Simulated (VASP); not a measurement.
A run of VASP 6.6.1 is set up as follows.

The input POSCAR:

```
Al3GaN4
1.0
    4.4012372926      0.0000000000      0.0000000000
    0.0000000000      4.4012372926      0.0000000000
    0.0000000000      0.0000000000      4.4012372926
Al Ga N
3 1 4
Direct
    0.5000000000      0.4718843410      0.0000000000
    0.5000000000      0.0000000000      0.4718843410
    0.0000000000      0.5281156590      0.5281156590
    0.0000000000      0.0000000000      0.0000000000
    0.7444581602      0.7353309766      0.2464146562
    0.7444581602      0.2464146562      0.7353309766
    0.2737962070      0.7535853438      0.7535853438
    0.2372874726      0.2646690234      0.2646690234
```

INCAR.step1

```
PREC = Accurate ; ENCUT = 520
ISMEAR = 0 ; SIGMA = 0.05
LREAL = F ; LASPH = T
NELM = 100 ; NBANDS = 31
GGA = PE ; ALGO = Normal
EDIFF = 1E-4 ; LWAVE = T
LCHARG = F
```

The input INCAR.step2:

```
PREC = Accurate ; ENCUT = 520
EDIFF = 1E-6 ; ISMEAR = 0
SIGMA = 0.05 ; LREAL = F
LASPH = T ; NELM = 100
ALGO = Normal ; ISIF = 2
LWAVE = F ; LCHARG = F
METAGGA = R2SCAN ; LMIXTAU = T
NBANDS = 31 ; ISTART = 1
```

Contents of KPOINTS:

```
regular mesh
0
Gamma
  6 6 6
```

Potentials or basis: VASP PAW PBE potentials, release 64 (Al, Ga_d, N).

Run with:

```bash
$ cat potpaw_PBE.64/Al/POTCAR potpaw_PBE.64/Ga_d/POTCAR potpaw_PBE.64/N/POTCAR > POTCAR
$ cp INCAR.step1 INCAR
$ mpirun -np 1 vasp_std > vasp.out
$ cp INCAR.step2 INCAR
$ mpirun -np 1 vasp_std > vasp.out
```

Q: Estimate the band gap on the k mesh.

A: 3.80 eV.

Q: What does it give for the pressure?

A: -0.3 GPa.

Q: Estimate the largest force.

A: 2.076 eV/Å.

Forces on the atoms (eV/Å):
```
Al  -0.060  1.471 -0.007
Al  -0.060 -0.007  1.471
Al  -0.219 -1.460 -1.460
Ga  -0.003  0.011  0.011
N    0.027  0.155  0.342
N    0.027  0.342  0.155
N   -0.360 -0.255 -0.255
N    0.648 -0.256 -0.256
```

Caveat: the cell differs from its parent crystal (atoms displaced along a vibrational mode); the PAW data sets were made with another functional, which shifts forces and pressure a little. A k mesh can miss the band edges.
